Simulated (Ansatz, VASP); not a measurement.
# One calculation of GaN, two programs

Contents of INCAR:

```
  PREC = Accurate
  ENCUT = 520
  EDIFF = 1E-6
  ISMEAR = 0
  SIGMA = 0.05
  LREAL = F
  LASPH = T
  NELM = 80
  ALGO = Normal
  ISIF = 2
  LWAVE = F
  LCHARG = F
  GGA = PS
  NBANDS = 26
```

File KPOINTS:

```
regular mesh
0
Gamma
  12 12 6
```

File POSCAR:

```
GaN
1.0
    3.1827399379      0.0000000001      0.0000000000
   -1.5913699690      2.7563336398      0.0000000000
    0.0000000000      0.0000000000      5.1854064820
Ga N
2 2
Direct
    0.3333333333      0.6666666667     -0.0008066015
    0.6666666667      0.3333333333      0.4991933985
    0.3333333333      0.6666666667      0.3758066015
    0.6666666667      0.3333333333      0.8854490471
```

Input for Ansatz:

```yaml
crystal:
  lattice:
    - [3.1827399379, 1.0e-10, 0.0]
    - [-1.591369969, 2.7563336398, 0.0]
    - [0.0, 0.0, 5.185406482]
  atoms:
    - { symbol: Ga, position: [0.3333333333, 0.6666666667, -0.0008066015] }
    - { symbol: Ga, position: [0.6666666667, 0.3333333333, 0.4991933985] }
    - { symbol: "N", position: [0.3333333333, 0.6666666667, 0.3758066015] }
    - { symbol: "N", position: [0.6666666667, 0.3333333333, 0.8854490471] }
basis:
  ecutwfc: 420
  ecutrho_ratio: 4
kpoints:
  mp_grid: { grid: [12, 12, 6] }
hamiltonian:
  xc: pbesol
scf:
  occupations: { method: gaussian, width: 0.05 }
output:
  forces: true
  stress: true
  eigenvalues: true
```

Alike in both runs: task single point; functional PBEsol; k mesh 12 × 12 × 6; occupations gaussian, width 0.05 eV; no spin polarisation.

|  | VASP | Ansatz |
| --- | --- | --- |
| version | VASP 6.6.1 | Ansatz 0.2.0 |
| potentials or method | VASP PAW PBE potentials, release 64 (Ga_d, N), cutoff 520 eV | scalar-relativistic, plane waves, PAW |
| valence electrons in the cell | 36 | 36 |

|  | VASP | Ansatz | Ansatz less VASP |
| --- | --- | --- | --- |
| gap on the k mesh at the Fermi level (eV) | 1.89 | 1.87 | -0.018 |
| least direct gap on the mesh (eV) | 1.89 | 1.87 | -0.018 |
| pressure (GPa) | -0.1 | 0.2 | +0.24 |
| traceless stress, the component that is largest in VASP (GPa) | -1.51 | -1.58 | -0.069 |
| rms of the force components (eV/Å) | 0.267 | 0.269 | +0.0018 |

VASP's potentials were made for PBE, not for PBEsol. Atom by atom the forces differ by 0.003 eV/Å (rms over components).
